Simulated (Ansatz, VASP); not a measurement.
# Nb: VASP beside Ansatz

```
Nb
1.0
    -1.69723    1.66395    1.66395
     1.66395   -1.69723    1.66395
     1.66395    1.66395   -1.69723
Nb
1
Direct
  0.00000 0.00000 0.00000
```

Change from the starting cell: equal xy, yz and zx shear strains of -2 %, crystal datasets.

Alike in both runs: task electric field gradients; functional PBE; k mesh 14 × 14 × 14; occupations fermi-dirac, width 0.05 eV; no spin polarisation.

|  | VASP | Ansatz |
| --- | --- | --- |
| version | VASP 6.6.1 | Ansatz 0.2.0 |
| potentials or method | VASP PAW PBE potentials, release 64 (Nb_sv), cutoff 520 eV | all-electron PAW with datasets made for the crystal, scalar-relativistic |

Ansatz gave:

| Property | Result |
| --- | --- |
| pressure (GPa) | -2.3 |
| traceless stress, the component that is largest in VASP (GPa) | -0.17 |
| size of Vzz on the site where it differs most (V/Å²) | 20.3 |

Task: What did VASP give for the same quantities?

Result: Pressure (GPa): -2.6; traceless stress, the component that is largest in VASP (GPa): -0.15; size of Vzz on the site where it differs most (V/Å²): 22.6.

Ansatz ran all-electron here, and VASP with PAW potentials.
